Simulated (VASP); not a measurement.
# Ca (Cmcm) in VASP: relaxation of the atoms with PBEsol

Aim: the relaxation of the atoms of Ca with PBEsol.

Everything below comes from runs of VASP 6.6.1. Logs are shortened: lines on timing, memory, paths and dates and some standing lists are left out, and cuts for length are marked.

**1. The cell of the first run**

The typed cell holds 2 atoms: a = 3.823 Å, b = 3.823 Å, c = 6.263 Å, α = 90.00°, β = 90.00°, γ = 120.05°.

This isn't the form of Ca at room conditions, which is fcc.

**2. Relaxation of the atoms, PBEsol (39.62 Å³/atom)**

The input, INCAR:

```
ALGO = Normal
EDIFF = 1E-6
EDIFFG = -0.002
ENCUT = 520
GGA = PS
IBRION = 2
ISIF = 2
ISMEAR = -1
LASPH = T
LCHARG = F
LREAL = F
LWAVE = F
NELM = 100
NSW = 100
PREC = Accurate
SIGMA = 0.08
```

The input, KPOINTS:

```
k-points
0
Gamma
  8 8 6
```

The input, POSCAR:

```
Ca
1.0
    1.9103090758     -3.3118063637      0.0000000000
    1.9103090758      3.3118063637      0.0000000000
    0.0000000000      0.0000000000      6.2630075585
Ca
2
Direct
    0.8335336331      0.1664663669      0.2500000000
    0.1664663669      0.8335336331      0.7500000000
```

Potentials or basis: VASP PAW PBE potentials, release 64 (Ca_sv).

Launch:

```console
cat potpaw_PBE.64/Ca_sv/POTCAR > POTCAR
mpirun -np 1 vasp_std > vasp.out
```

OUTCAR:

```text
EDIFF = 1E-6
   EDIFFG = -0.002
   ENCUT = 520
   GGA = PS
   IBRION = 2
   ISIF = 2
   ISMEAR = -1
   LASPH = T
   LREAL = F
   NELM = 100
   NSW = 100
   PREC = Accurate

 ion  position               nearest neighbor table
   1  0.834  0.166  0.250-
   2  0.166  0.834  0.750-

  LATTYP: Found a base centered orthorhombic cell.
 ALAT       =     3.8206181516
 B/A-ratio  =     1.7336494946
 C/A-ratio  =     1.6392655089

  Lattice vectors:

 A1 = (   1.9103090758,  -3.3118063637,   0.0000000000)
 A2 = (   1.9103090758,   3.3118063637,   0.0000000000)
 A3 = (   0.0000000000,   0.0000000000,   6.2630075585)

Analysis of symmetry for initial positions (statically):
=====================================================================
 Subroutine PRICEL returns:
 Original cell was already a primitive cell.

 Routine SETGRP: Setting up the symmetry group for a
 base centered orthorhombic supercell.

 Subroutine GETGRP returns: Found  8 space group operations
 (whereof  4 operations were pure point group operations)
 out of a pool of  8 trial point group operations.

The static configuration has the point symmetry C_2h.
 The point group associated with its full space group is D_2h.

Analysis of symmetry for dynamics (positions and initial velocities):
=====================================================================
 Subroutine PRICEL returns:
 Original cell was already a primitive cell.

 Routine SETGRP: Setting up the symmetry group for a
 base centered orthorhombic supercell.

 Subroutine GETGRP returns: Found  8 space group operations
 (whereof  4 operations were pure point group operations)
 out of a pool of  8 trial point group operations.

The dynamic configuration has the point symmetry C_2h.
 The point group associated with its full space group is D_2h.

 Subroutine INISYM returns: Found  8 space group operations
 (whereof  4 operations are pure point group operations),
 and found     1 'primitive' translations

----------------------------------------------------------------------------------------

                                     Primitive cell

  volume of cell :      79.2468

  direct lattice vectors                    reciprocal lattice vectors
     1.910309076 -3.311806364  0.000000000     0.261737750 -0.150975010  0.000000000
     1.910309076  3.311806364  0.000000000     0.261737750  0.150975010  0.000000000
     0.000000000  0.000000000  6.263007559     0.000000000  0.000000000  0.159667698

[... 93 lines left out ...]
   PSTRESS=    0.0 pullay stress
   NELECT =      20.0000    total number of electrons
   NUPDOWN=      -1.0000    fix difference up-down
   EMIN   =  10.00;   EMAX   =-10.00  energy-range for DOS
   EFERMI =   0.00;   METHOD = LEGACY
   ISMEAR =    -1;   SIGMA  =   0.08  broadening in eV -4-tet -1-fermi 0-gaus
   EFERMI_NEDOS =   21; number of points for ismear=-14 and -15
   IALGO  =     38    algorithm
   IMIX   =      4    mixing-type and parameters
     AMIX     =   0.40;   BMIX     =  1.00
     AMIX_MAG =   1.60;   BMIX_MAG =  1.00
  volume/ion in A,a.u.               =      39.62       267.39
  Fermi-wavevector in a.u.,A,eV,Ry     =   1.034565  1.955044 14.562644  1.070324
  Thomas-Fermi vector in A             =   2.168866
   LORBIT       =      0    0 simple, 1 ext, 2 COOP (PROOUT), +10 PAW based schemes
   GGA     = PS    functional components
   LHFCALC =     F    Hartree Fock is set to
   AEXX    =    0.0000 exact exchange contribution
   IVDW    =     0    specifies the selected vdW correction
   LEPSILON=     F    determine dielectric tensor
   LRPA    =     F    only Hartree local field effects (RPA)
 conjugate gradient relaxation of ions
 non-spin polarized calculation
  energy-cutoff  :      520.00
  volume of cell :       79.25
 maximum number of plane-waves:      2160
   NGX = 15   NGY = 15   NGZ = 23

 number of electron      20.0000003 magnetization

 Free energy of the ion-electron system (eV)
  ---------------------------------------------------
  ext. energy  EPLUGINS =         0.00000000
  ---------------------------------------------------
  free energy    TOTEN  =        -4.28402950 eV

  energy without entropy =       -4.23767193  energy(sigma->0) =       -4.26085071

 E-fermi :   2.1791     XC(G=0):  -8.0123

 val. band max:        2.0988584286   @ k =  -0.2500   0.2500   0.0000
 cond. band min:       2.2021972589   @ k =   0.2500   0.1250   0.0000
 fundamental gap:      0.1033388303
 Fermi energy:         2.1791139748

 k-point     1 :       0.0000    0.0000    0.0000
  band No.  band energies     occupation
      1     -39.5394      2.00000
      2     -39.5209      2.00000
      3     -20.6938      2.00000
      4     -20.5489      2.00000
      5     -20.5486      2.00000
      6     -20.5250      2.00000
      7     -20.5249      2.00000
      8     -20.5175      2.00000
      9      -2.0058      2.00000
     10       1.0928      2.00000
     11       2.0249      1.74606
     12       4.5227      0.00000
     13       4.5364      0.00000
     14       4.5457      0.00000
[... 377 lines left out ...]
      1     -39.5297      2.00000
      2     -39.5178      2.00000
      3     -20.6594      2.00000
      4     -20.6106      2.00000
      5     -20.5990      2.00000
      6     -20.5674      2.00000
      7     -20.5391      2.00000
      8     -20.5348      2.00000
      9      -0.9287      2.00000
     10       1.3310      1.99995
     11       2.5619      0.01658
     12       3.3847      0.00000
     13       4.1528      0.00000
     14       4.2812      0.00000

 [... further k-points ...]

------------------------ aborting loop because EDIFF is reached ----------------------------------------

  FORCE on cell =-STRESS in cart. coord.  units (eV):
  Direction    XX          YY          ZZ          XY          YZ          ZX
  --------------------------------------------------------------------------------------
  -------------------------------------------------------------------------------------
  Total        0.2725436      0.2643404      0.3212358      0.0000000      0.0000000      0.0000000
  in kB        5.5101717      5.3443221      6.4946091      0.0000000      0.0000000      0.0000000
  external PRESSURE =       5.7830343 kB  Pullay stress =       0.0000000 kB

 VOLUME and BASIS-vectors are now :
 -----------------------------------------------------------------------------
  energy-cutoff  :      520.00
  volume of cell :       79.25
      direct lattice vectors                 reciprocal lattice vectors
     1.910309076 -3.311806364  0.000000000     0.261737750 -0.150975010  0.000000000
     1.910309076  3.311806364  0.000000000     0.261737750  0.150975010  0.000000000
     0.000000000  0.000000000  6.263007559     0.000000000  0.000000000  0.159667698

 POSITION                                       TOTAL-FORCE (eV/Angst)
 -----------------------------------------------------------------------------------
      1.91031     -2.20920      1.56575         0.000000      0.000066      0.000000
      1.91031      2.20920      4.69726         0.000000     -0.000066      0.000000
 -----------------------------------------------------------------------------------
    total drift:                               -0.000000     -0.000000     -0.000000

  FREE ENERGIE OF THE ION-ELECTRON SYSTEM (eV)
  ---------------------------------------------------
  free  energy   TOTEN  =        -4.2840294965 eV

  energy  without entropy=       -4.2376719320  energy(sigma->0) =       -4.26085071

 reached required accuracy - stopping structural energy minimisation
```

OSZICAR:

```text
N       E                     dE             d eps       ncg     rms          rms(c)
DAV:   1     0.171679543391E+03    0.17168E+03   -0.10400E+04  2352   0.130E+03
DAV:   2     0.530406211078E+01   -0.16638E+03   -0.16494E+03  2526   0.369E+02
DAV:   3    -0.391064554886E+01   -0.92147E+01   -0.91295E+01  4644   0.643E+01
DAV:   4    -0.429406392307E+01   -0.38342E+00   -0.38252E+00  3180   0.123E+01
DAV:   5    -0.430906254654E+01   -0.14999E-01   -0.14997E-01  3844   0.173E+00    0.312E+00
DAV:   6    -0.429193330331E+01    0.17129E-01   -0.20257E-02  3096   0.166E+00    0.186E+00
DAV:   7    -0.428427434057E+01    0.76590E-02   -0.28342E-02  2808   0.221E+00    0.103E-01
DAV:   8    -0.428399523318E+01    0.27911E-03   -0.23177E-03  3934   0.408E-01    0.425E-02
DAV:   9    -0.428403158956E+01   -0.36356E-04   -0.16175E-04  3318   0.889E-02    0.137E-02
DAV:  10    -0.428403090564E+01    0.68391E-06   -0.16082E-05  3082   0.400E-02    0.764E-03
DAV:  11    -0.428402944664E+01    0.14590E-05   -0.66485E-07  2250   0.105E-02    0.101E-03
DAV:  12    -0.428402949654E+01   -0.49901E-07   -0.64865E-08  1926   0.287E-03
   1 F= -.42840295E+01 E0= -.42608507E+01  d E =-.428403E+01
```

CONTCAR:

```text
Ca
   1.00000000000000
     1.9103090758000001   -3.3118063637000001    0.0000000000000000
     1.9103090758000001    3.3118063637000001    0.0000000000000000
     0.0000000000000000    0.0000000000000000    6.2630075585000000
  Ca
     2
Direct
     0.8335336330999965    0.1664663669000035    0.2500000000000000
     0.1664663669000035    0.8335336330999965    0.7500000000000000

  0.00000000E+00  0.00000000E+00  0.00000000E+00
  0.00000000E+00  0.00000000E+00  0.00000000E+00
```

It took 57 s on 1 thread of Intel Xeon Platinum 8259CL at 2.50GHz (Skylake/Cascade Lake), shared host; peak memory 0.23 GiB.

Results:

| Property | Result |
| --- | --- |
| Free energy | -4.2840 eV |
| Pressure after relaxing | 0.6 GPa |
| Band gap on the k mesh | zero (bands 10 and 11 overlap by 0.41 eV) |

Stress tensor (GPa, compression positive):
```
0.55 0.00 0.00
0.00 0.53 0.00
0.00 0.00 0.65
```

Final structure:
```yaml
crystal:
  lattice:
    - [1.91031, -3.31181, 0.00000]
    - [1.91031, 3.31181, 0.00000]
    - [0.00000, 0.00000, 6.26301]
  atoms:
    - { symbol: Ca, position: [0.83353, 0.16647, 0.25000] }
    - { symbol: Ca, position: [0.16647, 0.83353, 0.75000] }
```

Caveat: the relaxation stopped at its first step, so nothing moved; the PAW data sets were made with another functional, which shifts forces and pressure a little.
